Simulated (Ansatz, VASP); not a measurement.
# HfO2: VASP beside Ansatz

Contents of POSCAR:

```
HfO2
1.0
    2.5291609878     -2.5291609878      0.0000000000
    2.5291609878      0.0000000000     -2.5291609878
    9.6952857306      2.7398400981      2.7398400981
Hf O
3 6
Direct
   -0.6493444450     -0.6493444450      0.7083500000
   -0.0104444450     -0.0104444450      0.3750166667
    0.6284555550      0.6284555550      0.0416833333
    0.3992805550      0.3992805550      0.2916833333
    0.1214805550     -0.8785194450      0.9583500000
   -0.2396194450     -0.2396194450      0.6250166667
   -0.0590694450     -0.0590694450      0.7916833333
    0.5798305550     -0.4201694450      0.4583500000
    0.2187305550      0.2187305550      0.1250166667
```

Contents of INCAR.step1:

```
PREC = Accurate
ENCUT = 520
ISMEAR = 0
SIGMA = 0.05
LREAL = F
LASPH = T
NELM = 100
NBANDS = 43
GGA = PE
ALGO = Normal
EDIFF = 1E-4
LWAVE = T
LCHARG = F
```

File INCAR.step2:

```
PREC = Accurate
ENCUT = 520
EDIFF = 1E-6
ISMEAR = 0
SIGMA = 0.05
LREAL = F
LASPH = T
NELM = 100
ALGO = Normal
ISIF = 2
LWAVE = F
LCHARG = F
METAGGA = R2SCAN
LMIXTAU = T
NBANDS = 43
ISTART = 1
```

File KPOINTS:

```
regular mesh
0
Gamma
  7 7 3
```

Input for Ansatz:

```yaml
crystal:
  lattice:
    - [2.5291609878, -2.5291609878, 0.0]
    - [2.5291609878, 0.0, -2.5291609878]
    - [9.6952857306, 2.7398400981, 2.7398400981]
  atoms:
    - { symbol: Hf, position: [-0.649344445, -0.649344445, 0.70835] }
    - { symbol: Hf, position: [-0.010444445, -0.010444445, 0.3750166667] }
    - { symbol: Hf, position: [0.628455555, 0.628455555, 0.0416833333] }
    - { symbol: O, position: [0.399280555, 0.399280555, 0.2916833333] }
    - { symbol: O, position: [0.121480555, -0.878519445, 0.95835] }
    - { symbol: O, position: [-0.239619445, -0.239619445, 0.6250166667] }
    - { symbol: O, position: [-0.059069445, -0.059069445, 0.7916833333] }
    - { symbol: O, position: [0.579830555, -0.420169445, 0.45835] }
    - { symbol: O, position: [0.218730555, 0.218730555, 0.1250166667] }
basis:
  ecutwfc: 500
kpoints:
  mp_grid: { grid: [7, 7, 3] }
hamiltonian:
  xc: r2scan
scf:
  occupations: { method: gaussian, width: 0.05 }
output:
  forces: true
  stress: true
  eigenvalues: true
```

Alike in both runs: task single point; functional r2SCAN; k mesh 7 × 7 × 3; occupations gaussian, width 0.05 eV; no spin polarisation.

```csv
,VASP,Ansatz
version,VASP 6.6.1,Ansatz 0.2.0
potentials or method,"VASP PAW PBE potentials, release 64 (Hf_pv, O), cutoff 520 eV","scalar-relativistic, plane waves, PAW"
valence electrons in the cell,66,114
```

VASP gave:

| Quantity | Value |
| --- | --- |
| gap on the k mesh at the Fermi level (eV) | 3.75 |
| least direct gap on the mesh (eV) | 4.10 |
| pressure (GPa) | 1.0 |
| traceless stress, the component that is largest in VASP (GPa) | 13.36 |
| rms of the force components (eV/Å) | 1.137 |

Problem. What did Ansatz give for the same quantities?

Solution. gap on the k mesh at the Fermi level (eV): 3.76; least direct gap on the mesh (eV): 4.10; pressure (GPa): 4.9; traceless stress, the component that is largest in VASP (GPa): 13.09; rms of the force components (eV/Å): 1.147.

VASP's potentials were made for PBE, not for r2SCAN. Atom by atom the forces differ by 0.015 eV/Å (rms over components). VASP's potentials hold 66 valence electrons a cell and Ansatz's 114, so a difference there can come from the potentials and not from the codes.

Neither program's run includes spin-orbit coupling.
